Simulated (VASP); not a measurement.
Input of a VASP 6.6.1 run:

File INCAR:

```
PREC = Accurate
ENCUT = 520
EDIFF = 1E-7
ISMEAR = 0
SIGMA = 0.05
LREAL = F
LASPH = T
NELM = 150
ALGO = Normal
ISIF = 2
LWAVE = F
LCHARG = F
ISPIN = 2
MAGMOM = 0 0 0 0 1
LORBIT = 11
LMAXMIX = 4
LDIPOL = T
IDIPOL = 3
DIPOL = 0.5 0.5 0.311
GGA = PE
IVDW = 12
NBANDS = 38
```

The input KPOINTS:

```
Automatic mesh
0
Gamma
  7 7 1
```

POSCAR

```
Sn2AuO2
1.0
    3.8201707215      0.0000000000      0.0000000000
    0.0000000000      3.8201707215      0.0000000000
    0.0000000000      0.0000000000     19.3630363687
Sn O Au
2 2 1
Direct
    0.5000000000      0.0000000000      0.2065791709
    0.0000000000      0.5000000000      0.3286176944
    0.0000000000      0.0000000000      0.2675984327
    0.5000000000      0.5000000000      0.2675984327
    0.0000000000      1.0000000000      0.4835520726
```

Potentials or basis: VASP PAW PBE potentials, release 64 (Sn_d, O, Au).

Launch:

```sh
$ cat potpaw_PBE.64/Sn_d/POTCAR potpaw_PBE.64/O/POTCAR potpaw_PBE.64/Au/POTCAR > POTCAR
$ mpirun -np 1 vasp_std > vasp.out
```

Question: Predict the largest force.

Answer: 0.638 eV/Å.

Question: Estimate the dispersion energy per atom.

Answer: -0.168 eV.

Question: Predict the net moment.

Answer: 0.00 μB per cell.

Forces in eV/Å, atoms in the order of the input:
```
Sn   0.000  0.000 -0.022
Sn   0.000  0.000  0.596
O    0.000  0.000 -0.031
O    0.000  0.000  0.095
Au   0.000  0.000 -0.638
```
